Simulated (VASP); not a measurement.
# Sb: single point with PBE

The system is Sb.

```
Sb
1.0
     3.23188    0.00000    0.00000
    -1.61594    2.79889    0.00000
     0.00000    0.00000    5.59277
Sb
2
Direct
  0.33333 0.66667 0.25000
  0.66667 0.33333 0.75000
```

This cell differs from its parent crystal: strained.

```
Program             : VASP 6.6.1
Task                : single point
Functional          : PBE
Potentials or basis : VASP PAW PBE potentials, release 64 (Sb)
Cutoff              : 520 eV
k mesh              : 15 × 15 × 8
Occupations         : gaussian, width 0.1 eV
Spin                : no spin polarisation
```

```json
{"Pressure": "6.1 GPa", "Band gap on the k mesh": "zero (bands 5 and 6 overlap by 8.89 eV)"}
```

Stress tensor (GPa, compression positive):
```
7.79 0.00 0.00
0.00 7.79 0.00
0.00 0.00 2.72
```

Levels at points of the mesh, in eV from the Fermi level:
```tsv
k point	band 2	band 3	band 4	band 5	band 6	band 7	band 8	band 9
(0.00, 0.00, 0.00)	-10.00	-6.41	4.49	4.49	4.76	6.02	6.02	8.67
(0.00, 0.00, 0.50)	-12.36	-1.60	-1.60	5.25	5.25	5.25	5.25	9.43
```

Wall time 46 s on 1 thread of Intel Xeon 8259CL (shared host), peak memory 0.21 GiB.

Caveat: the cell differs from its parent crystal (strained); the cell stands under pressure; spin-orbit coupling is left out, which moves the levels of the heavy elements.
